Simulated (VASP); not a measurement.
LiV: relaxation of volume and atoms at fixed shape with PBE

LiV:

```
CELL_PARAMETERS angstrom
3.27000 0.00000 0.00000
0.00000 3.27000 0.00000
0.00000 0.00000 3.27000
ATOMIC_POSITIONS crystal
Li 0.00000 0.00000 0.00000
V 0.50000 0.50000 0.50000
```

```yaml
Program: VASP 6.6.1
Task: relaxation of volume and atoms at fixed shape
Functional: PBE
Potentials_or_basis: VASP PAW PBE potentials, release 64 (Li_sv, V_sv)
Cutoff: 600 eV
k_mesh: 13 × 13 × 13
Occupations: fermi-dirac, width 0.1 eV
Spin: collinear spin, ferromagnetic start
Starting_moments: "[0.0, 1.5] μB"
Dipole_correction: no
Further_INCAR_settings: ALGO = Normal; EDIFF = 1e-06; IBRION = 2; EDIFFG = -0.01; NSW = 80; ISIF = 8
```

```yaml
Relaxed_volume: 13.18 Å³/atom
Relaxed_cell: a = 2.976 Å, b = 2.976 Å, c = 2.976 Å, α = 90.00°, β = 90.00°, γ = 90.00°
Space_group_after_relaxing_to_0.1_Å: Pm-3m (No. 221)
Energy_gained_by_relaxing: 214.4 meV/atom
Ionic_steps: 6
Pressure_after_relaxing: -0.1 GPa
Band_gap_on_the_k_mesh: zero (filled and empty bands overlap)
Net_moment: 0.00 μB per cell
Valence_electrons_inside_the_program's_atomic_spheres: Li 2.19; V 11.37
```

The path:
```csv
step,energy change (eV),largest force (eV/Å),pressure (GPa),volume (Å³)
1,0.0000,0.0000,-11.56,34.97
2,-0.3728,0.0000,-6.19,28.96
3,-0.4241,0.0000,-2.06,27.03
4,-0.4288,0.0000,0.32,26.19
5,-0.4289,0.0000,-0.16,26.35
6,-0.4289,0.0000,-0.05,26.35
```

Final structure:
```
CELL_PARAMETERS angstrom
2.97576 0.00000 0.00000
0.00000 2.97576 0.00000
0.00000 0.00000 2.97576
ATOMIC_POSITIONS crystal
Li 0.00000 0.00000 0.00000
V 0.50000 0.50000 0.50000
```

Levels at points of the mesh, in eV from the Fermi level:
Spin up:
```csv
k point,band 4,band 5,band 6,band 7,band 8,band 9,band 10,band 11,band 12,band 13
"(0.00, 0.00, 0.00)",-37.91,-37.91,-5.33,-1.19,-1.19,1.62,1.62,1.62,8.46,8.46
```
Spin down:
```csv
k point,band 4,band 5,band 6,band 7,band 8,band 9,band 10,band 11,band 12,band 13
"(0.00, 0.00, 0.00)",-37.91,-37.91,-5.33,-1.19,-1.19,1.62,1.62,1.62,8.46,8.46
```

Run time: 7.1 min on 1 thread of Intel Xeon 8259CL, on a shared host, peak memory 0.24 GiB.

Caveat: the cutoff is under 1.25 times the usual one of these potentials, so pressure, stress and relaxed cells hold a basis-set (Pulay) error; the volume moved by over 15 % at a fixed basis, so the end points are rough.
